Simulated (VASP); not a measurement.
Runs of VASP 6.6.1 on TaN. The structure is that of space group P-6m2 (No. 187), or close to it. The cells are those of the table. 

```csv
task,level,potentials or basis,U,cell,k mesh,cutoff (eV),smearing,ions in elastic constants,second run,gap on the mesh (eV),pressure (GPa)
single point,LDA+U,"VASP PAW LDA potentials, release 64 (Ta_sv_GW, N)",Ta d U = 6.0 eV,"a = 2.938, b = 2.938, c = 2.883 Å, angles 90.0, 90.0, 120.0°, 2 atoms",10 × 10 × 9,600,fermi-dirac 0.05 eV,-,valence_matched,none,(a)
single point,LDA,"VASP PAW LDA potentials, release 64 (Ta_sv_GW, N)",-,"a = 2.918, b = 2.918, c = 2.864 Å, angles 90.0, 90.0, 120.0°, 2 atoms",10 × 10 × 9,600,fermi-dirac 0.05 eV,-,valence_matched,none,(b)
single point,PBE+U,"VASP PAW PBE potentials, release 64 (Ta_pv, N)",Ta d U = 7.0 eV,"a = 2.938, b = 2.938, c = 2.883 Å, angles 90.0, 90.0, 120.0°, 2 atoms",9 × 9 × 8,520,methfessel-paxton 0.01 eV,-,-,none,29.0
single point,LDA+U,"VASP PAW LDA potentials, release 64 (Ta_sv_GW, N)",Ta d U = 1.0 eV,"a = 2.938, b = 2.938, c = 2.883 Å, angles 90.0, 90.0, 120.0°, 2 atoms",10 × 10 × 9,600,fermi-dirac 0.05 eV,-,valence_matched,none,-7.3
single point,LDA,"VASP PAW LDA potentials, release 64 (Ta_pv, N)",-,"a = 2.957, b = 2.957, c = 2.902 Å, angles 90.0, 90.0, 120.0°, 2 atoms",10 × 10 × 9,520,fermi-dirac 0.05 eV,-,-,none,-16.2
single point,LDA,"VASP PAW LDA potentials, release 64 (Ta_sv_GW, N)",-,"a = 2.996, b = 2.996, c = 2.940 Å, angles 90.0, 90.0, 120.0°, 2 atoms",10 × 10 × 9,600,fermi-dirac 0.05 eV,-,valence_matched,none,-27.7
```

Alike in all rows: no spin polarisation.

Q: Fill in the values left out.

A: (a) 9.8; (b) -3.4.

Caveats: spin-orbit coupling is left out, which moves the levels of the heavy elements; U without spin polarisation on a metal has little footing (some runs).

A k mesh can miss the band edges, and the runs leave out spin-orbit coupling on Ta.

A gap of «none» marks levels without a gap at the run's occupations.

The runs don't all hold the same shells in valence.
